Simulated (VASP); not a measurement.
## AlN: single point with PBEsol

The system is AlN.

```
Al N
1.0
     0.00000    2.18868    2.18868
     2.18868    0.00000    2.18868
     2.18868    2.18868    0.00000
Al N
1 1
Direct
  0.00000 0.00000 0.00000
  0.25000 0.25000 0.25000
```

- Program: VASP 6.6.1
- Task: single point
- Functional: PBEsol
- Potentials or basis: VASP PAW PBE potentials, release 64 (Al, N)
- Cutoff: 600 eV
- k mesh: 10 × 10 × 10
- Occupations: gaussian, width 0.02 eV
- Spin: no spin polarisation

- Pressure: -0.1 GPa
- Band gap on the k mesh: 3.18 eV (least direct gap 4.08 eV)

Levels at points of the mesh, in eV from the valence-band top:
| k point | band 2 | band 3 | band 4 | band 5 | band 6 | band 7 |
| --- | --- | --- | --- | --- | --- | --- |
| (0.00, 0.00, 0.00) | 0.00 | 0.00 | 0.00 | 4.08 | 12.41 | 12.41 |
| (0.50, 0.00, 0.00) | -5.89 | -0.48 | -0.48 | 7.23 | 9.72 | 11.00 |
| (0.50, 0.50, 0.00) | -4.93 | -1.78 | -1.78 | 3.18 | 8.44 | 13.79 |

Run time: 14 s on 1 thread of Intel(R) Xeon(R) Platinum 8259CL CPU @ 2.50GHz (Skylake/Cascade Lake) (shared host), peak memory 0.15 GiB.

Caveat: the PAW data sets were made with another functional, which shifts forces and pressure a little. A k mesh can miss the band edges.
